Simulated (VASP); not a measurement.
SnTe:

```
Sn Te
1.0
     0.00000    3.15085    3.15085
     3.15085    0.00000    3.15085
     3.15085    3.15085    0.00000
Sn Te
1 1
Direct
  0.00000 0.00000 0.00000
  0.50000 0.50000 0.50000
```

- Program: VASP 6.6.1
- Task: relaxation of volume and atoms at fixed shape
- Functional: PBE
- Potentials or basis: VASP PAW PBE potentials, release 64 (Sn_d, Te)
- Cutoff: 500 eV
- k mesh: 5 × 5 × 5
- Occupations: gaussian, width 0.01 eV
- Spin: no spin polarisation

At the start: pressure 2.2 GPa; volume 31.28 Å³/atom.

**Question.** Where does the relaxation end?

**Answer.** Over 3 steps the energy falls by 10.6 meV/atom and the volume is 32.88 Å³/atom (+5.1 %); space group Fm-3m (No. 225, to 0.1 Å) before and after.

The path:
```csv
step,energy change (eV),largest force (eV/Å),pressure (GPa),volume (Å³)
1,0.0000,0.0000,2.22,62.56
2,-0.0199,0.0000,-0.47,66.56
3,-0.0211,0.0000,0.00,65.76
```

Final structure:
```yaml
crystal:
  lattice:
    - [0.00000, 3.20357, 3.20357]
    - [3.20357, 0.00000, 3.20357]
    - [3.20357, 3.20357, 0.00000]
  atoms:
    - { symbol: Sn, position: [0.00000, 0.00000, 0.00000] }
    - { symbol: Te, position: [0.50000, 0.50000, 0.50000] }
```
